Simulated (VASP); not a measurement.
Runs of VASP 6.6.1 on Ge. The structure is that of space group I4_1/amd (No. 141), or close to it. The cells are those of the table. 

| task | cell | k mesh | cutoff (eV) | smearing | gap on the mesh (eV) | pressure (GPa) |
| --- | --- | --- | --- | --- | --- | --- |
| relaxation of cell and atoms | relaxed to 9.8 GPa from a = 3.729 Å, angles 98.0, 98.0, 136.3°, 2 atoms | 8 × 8 × 8 | 600 | gaussian 0.1 eV | none | 9.6 |
| relaxation of cell and atoms | relaxed to 13.3 GPa from a = 3.900 Å, angles 97.4, 97.4, 138.0°, 2 atoms | 8 × 8 × 8 | 600 | gaussian 0.1 eV | none | 13.5 |
| relaxation of cell and atoms | relaxed to 9.8 GPa from a = 3.900 Å, angles 97.4, 97.4, 138.0°, 2 atoms | 8 × 8 × 8 | 600 | gaussian 0.1 eV | none | 9.4 |
| single point | a = 3.755 Å, angles 97.5, 97.5, 137.7°, 2 atoms | 18 × 18 × 18 | 520 | fermi-dirac 0.1 eV | none | (a) |
| single point | a = 3.722 Å, angles 97.5, 97.5, 137.7°, 2 atoms | 18 × 18 × 18 | 520 | fermi-dirac 0.1 eV | none | 13.3 |
| relaxation of cell and atoms | relaxed to 9.8 GPa from a = 3.729 Å, angles 98.0, 98.0, 136.3°, 2 atoms | 18 × 18 × 18 | 600 | fermi-dirac 0.1 eV | none | 9.8 |
| single point | a = 3.729 Å, angles 98.0, 98.0, 136.3°, 2 atoms | 8 × 8 × 8 | 520 | gaussian 0.1 eV | none | 9.6 |

Alike in all rows: level PBEsol; potentials or basis VASP PAW PBE potentials, release 64 (Ge_d); no spin polarisation.

Task: Estimate the missing entries.

Result: (a) 9.7.

Caveats: the PAW data sets were made with another functional, which shifts forces and pressure a little; the cell is relaxed towards a set pressure, so the enthalpy falls and the energy may rise (some runs); the relaxation stopped at its first step, so nothing moved (some runs).

A k mesh can miss the band edges, and the runs leave out spin-orbit coupling on Ge.

A gap of «none» marks levels without a gap at the run's occupations.
